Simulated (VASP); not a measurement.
Runs of VASP 6.6.1 on NaCl. The structure is that of space group Fm-3m (No. 225), or close to it. The cells are those of the table. 

```tsv
task	level	potentials or basis	cell	k mesh	cutoff (eV)	gap on the mesh (eV)	pressure (GPa)
single point	LDA	VASP PAW LDA potentials, release 64 (Na_pv, Cl)	a = 3.864 Å, angles 60.0°, 2 atoms	8 × 8 × 8	520	5.08	0.0
single point	r2SCAN	VASP PAW PBE potentials, release 64 (Na_pv, Cl)	a = 3.965 Å, angles 60.0°, 2 atoms	8 × 8 × 8	520	5.99	-0.2
single point	r2SCAN	VASP PAW PBE potentials, release 64 (Na_pv, Cl)	a = 3.939 Å, angles 60.0°, 2 atoms	10 × 10 × 10	520	(c)	0.4
single point	r2SCAN	VASP PAW PBE potentials, release 64 (Na_pv, Cl)	a = 3.884 Å, angles 60.0°, 2 atoms	10 × 10 × 10	520	6.27	1.7
single point	PBEsol	VASP PAW PBE potentials, release 64 (Na_pv, Cl)	a = 3.961 Å, angles 60.0°, 2 atoms	8 × 8 × 8	520	5.01	0.0
single point	r2SCAN	VASP PAW PBE potentials, release 64 (Na_pv, Cl)	a = 4.043 Å, angles 60.0°, 2 atoms	10 × 10 × 10	520	5.76	-1.6
single point	r2SCAN	VASP PAW PBE potentials, release 64 (Na_pv, Cl)	a = 4.017 Å, angles 60.0°, 2 atoms	10 × 10 × 10	520	5.83	-1.2
single point	r2SCAN	VASP PAW PBE potentials, release 64 (Na_pv, Cl)	a = 3.912 Å, angles 60.0°, 2 atoms	10 × 10 × 10	520	6.17	(a)
single point	PBE	VASP PAW PBE potentials, release 64 (Na_pv, Cl)	a = 4.026 Å, angles 60.0°, 2 atoms	8 × 8 × 8	520	5.00	0.0
relaxation of cell and atoms	PBE	VASP PAW PBE potentials, release 64 (Na_pv, Cl)	relaxed from a = 3.974 Å, angles 60.0°, 2 atoms	8 × 8 × 8	600	4.99	0.0
single point	r2SCAN	VASP PAW PBE potentials, release 64 (Na_pv, Cl)	a = 3.965 Å, angles 60.0°, 2 atoms	10 × 10 × 10	520	5.99	-0.2
single point	r2SCAN	VASP PAW PBE potentials, release 64 (Na_pv, Cl)	a = 3.991 Å, angles 60.0°, 2 atoms	10 × 10 × 10	520	(b)	-0.7
```

Alike in all rows: no spin polarisation; smearing fermi-dirac 0.02 eV.

Task: Estimate the missing entries.

Result: (a) 1.1; (b) 5.91; (c) 6.08.

Caveats: the PAW data sets were made with another functional, which shifts forces and pressure a little (at least some runs).

A k mesh can miss the band edges.
